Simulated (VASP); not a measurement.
Set up this calculation in VASP 6.6.1, as the native input.

```
Task                   : single point
Functional             : r2SCAN
Dispersion             : rVV10
Potentials or basis    : VASP PAW PBE potentials, release 64 (Hg, Sb, P)
Cutoff                 : 520 eV
k mesh                 : 12 × 12 × 4
Occupations            : fermi-dirac, width 0.03 eV
Spin                   : no spin polarisation
Dipole correction      : no
Further INCAR settings : ALGO = Normal; EDIFF = 1e-06; NBANDS = 31
```

The system is Hg2SbP3.

```
Hg Sb P
1.0
     3.84821    0.00000    0.00000
    -1.92411    3.33265    0.00000
     0.00000    0.00000    9.53565
Hg Sb P
2 1 3
Direct
  0.33333 0.66667 0.66127
  0.66667 0.33333 0.33873
  0.00000 0.00000 0.00000
  0.33333 0.66667 0.16345
  0.66667 0.33333 0.83655
  0.00000 0.00000 0.50000
```

The input as run:

POSCAR

```
Hg2SbP3
1.0
    3.8482121668     -0.0000000025      0.0000000000
   -1.9241060812      3.3326494968      0.0000000000
    0.0000000000      0.0000000000      9.5356540974
Hg Sb P
2 1 3
Direct
    0.3333333333      0.6666666667      0.6612723311
    0.6666666667      0.3333333333      0.3387276689
    0.0000000000      0.0000000000      0.0000000000
    0.3333333333      0.6666666667      0.1634470364
    0.6666666667      0.3333333333      0.8365529636
    0.0000000000      0.0000000000      0.5000000000
```

INCAR.step1

```
  ALGO = Normal
  EDIFF = 1E-4
  ENCUT = 520
  GGA = PE
  ISMEAR = -1
  LASPH = T
  LCHARG = F
  LREAL = F
  LWAVE = T
  NBANDS = 31
  NELM = 100
  PREC = Accurate
  SIGMA = 0.03
```

INCAR.step2

```
  ALGO = Normal
  BPARAM = 11.95
  CPARAM = 0.0093
  EDIFF = 1E-6
  ENCUT = 520
  ISIF = 2
  ISMEAR = -1
  ISTART = 1
  IVDW_NL = 2
  LASPH = T
  LCHARG = F
  LMIXTAU = T
  LREAL = F
  LUSE_VDW = T
  LWAVE = F
  METAGGA = R2SCAN
  NBANDS = 31
  NELM = 100
  PREC = Accurate
  SIGMA = 0.03
```

KPOINTS

```
k-points
0
Gamma
  12 12 4
```

Potentials or basis: VASP PAW PBE potentials, release 64 (Hg, Sb, P).

Launch:

```bash
$ cat potpaw_PBE.64/Hg/POTCAR potpaw_PBE.64/Sb/POTCAR potpaw_PBE.64/P/POTCAR > POTCAR
$ cp INCAR.step1 INCAR
$ mpirun -np 1 vasp_std > vasp.out
$ cp INCAR.step2 INCAR
$ mpirun -np 1 vasp_std > vasp.out
```

It gave:

```
Pressure               : 0.6 GPa
Largest force          : 0.045 eV/Å
Band gap on the k mesh : zero (bands 22 and 23 overlap by 1.81 eV)
```

Caveat: the PAW data sets were made with another functional, which shifts forces and pressure a little; spin-orbit coupling is left out, which moves the levels of the heavy elements.

Run time: 16 min on 1 thread of Intel(R) Xeon(R) Platinum 8488C (Sapphire Rapids), with other jobs on the host, peak memory 0.66 GiB.
